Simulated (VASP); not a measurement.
W:

```
CELL_PARAMETERS angstrom
2.65715 -1.75618 0.00000
2.65715 1.75618 0.00000
0.00000 0.00000 7.16388
ATOMIC_POSITIONS crystal
W 0.85000 0.15000 0.11700
W 0.65000 0.35000 0.61700
W 0.15000 0.85000 0.88300
W 0.35000 0.65000 0.38300
```

```yaml
Program: VASP 6.6.1
Task: relaxation of cell and atoms
Functional: r2SCAN
Potentials_or_basis: VASP PAW PBE potentials, release 64 (W_sv)
Cutoff: 600 eV
k_mesh: 6 × 6 × 4
Occupations: gaussian, width 0.1 eV
Spin: no spin polarisation
```

At the start: pressure 44.7 GPa; volume 16.71 Å³/atom.

Question: How do energy, volume and symmetry change on relaxing?

Answer: Over 28 steps the energy falls by 2635.6 meV/atom and the volume is 15.91 Å³/atom (-4.8 %); space group Cmce (No. 64, to 0.1 Å) before, Im-3m (No. 229, to 0.1 Å).

Step by step:
| step | energy change (eV) | largest force (eV/Å) | pressure (GPa) | volume (Å³) |
| --- | --- | --- | --- | --- |
| 1 | 0.0000 | 13.2863 | 44.70 | 66.86 |
| 2 | -1.3421 | 2.1250 | -14.71 | 111.67 |
| 3 | -1.4508 | 2.2298 | -16.52 | 109.01 |
| 4 | -1.6553 | 2.2521 | -18.48 | 105.85 |
| 5 | -4.4369 | 0.8442 | -22.78 | 86.49 |
| 6 | -5.9243 | 2.5780 | -14.48 | 76.67 |
| 7 | -5.8306 | 2.5284 | -3.60 | 72.51 |
| 8 | -5.9721 | 2.6400 | -11.32 | 75.23 |
| 9 | -8.3613 | 3.6465 | 3.87 | 65.60 |
| 10 | -8.4002 | 3.8284 | 12.91 | 63.45 |
| 11 | -9.4522 | 0.7102 | 8.10 | 63.21 |
| 12 | -9.4745 | 0.4053 | 8.41 | 63.15 |
| 13 | -9.8604 | 0.4548 | -3.73 | 65.28 |
| 14 | -10.0020 | 0.5190 | -17.20 | 68.14 |
| 15 | -10.2170 | 0.6024 | -14.73 | 67.31 |
| 16 | -10.3095 | 0.6598 | -12.04 | 66.58 |
| 17 | -10.3199 | 0.6777 | -10.81 | 66.28 |
| 18 | -10.4173 | 0.6442 | -4.43 | 64.78 |
| 19 | -10.4427 | 0.6133 | 0.97 | 63.64 |
| 20 | -10.4428 | 0.6114 | 1.32 | 63.57 |
| 21 | -10.4573 | 0.5367 | 1.04 | 63.61 |
| 22 | -10.4860 | 0.4165 | 0.29 | 63.72 |
| 23 | -10.4781 | 0.7221 | -0.82 | 63.95 |
| 24 | -10.4930 | 0.4814 | -0.25 | 63.82 |
| 25 | -10.5125 | 0.3849 | -0.27 | 63.79 |
| 26 | -10.5408 | 0.0980 | -0.09 | 63.69 |
| 27 | -10.5410 | 0.0755 | -0.05 | 63.68 |
| 28 | -10.5424 | 0.0019 | 0.15 | 63.65 |

Final structure:
```
W
1.0
     2.22581   -1.58302    0.00000
     2.22581    1.58302    0.00000
     0.00000    0.00000    9.03248
W
4
Direct
  0.75002 0.24998 0.12501
  0.74998 0.25002 0.62501
  0.24998 0.75002 0.87499
  0.25002 0.74998 0.37499
```

Caveat: a cell axis changed by over 15 % at a fixed basis, so the end point is rough; the PAW data sets were made with another functional, which shifts forces and pressure a little.
